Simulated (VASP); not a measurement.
Crystal: Mg.

```
Mg
1.0
     3.20930    0.00000    0.00000
    -1.60465    2.77934    0.00000
     0.00000    0.00000    5.21030
Mg
2
Cartesian
  0.0000 1.8529 1.3026
  1.6047 0.9264 3.9077
```

- Program: VASP 6.6.1
- Task: relaxation of cell and atoms
- Functional: PBEsol
- Potentials or basis: VASP PAW PBE potentials, release 64 (Mg)
- Cutoff: 600 eV
- k mesh: 7 × 7 × 4
- Occupations: gaussian, width 0.05 eV
- Spin: no spin polarisation

At the start: pressure -1.0 GPa; volume 23.24 Å³/atom.

Problem. How do energy, volume and symmetry change on relaxing?

Solution. Over 9 steps the energy falls by 8.2 meV/atom and the volume is 22.66 Å³/atom (-2.5 %); space group P6_3/mmc (No. 194, to 0.05 Å).

The path:
```
step  energy change (eV)  largest force (eV/Å)  pressure (GPa)  volume (Å³)
   1              0.0000                0.0000           -0.98        46.47
   2             -0.0117                0.0000           -0.26        45.52
   3             -0.0127                0.0000           -0.01        45.24
   4             -0.0141                0.0000            0.53        44.67
   5             -0.0043                0.0000            1.72        43.54
   6             -0.0142                0.0000            0.59        44.62
   7             -0.0163                0.0000            0.21        45.10
   8             -0.0163                0.0000            0.18        45.13
   9             -0.0164                0.0000            0.01        45.32
```

Final structure:
```
CELL_PARAMETERS angstrom
3.12774 0.00000 0.00000
-1.56387 2.70870 0.00000
0.00000 0.00000 5.34946
ATOMIC_POSITIONS crystal
Mg 0.33333 0.66667 0.25000
Mg 0.66667 0.33333 0.75000
```

Caveat: the PAW data sets were made with another functional, which shifts forces and pressure a little.
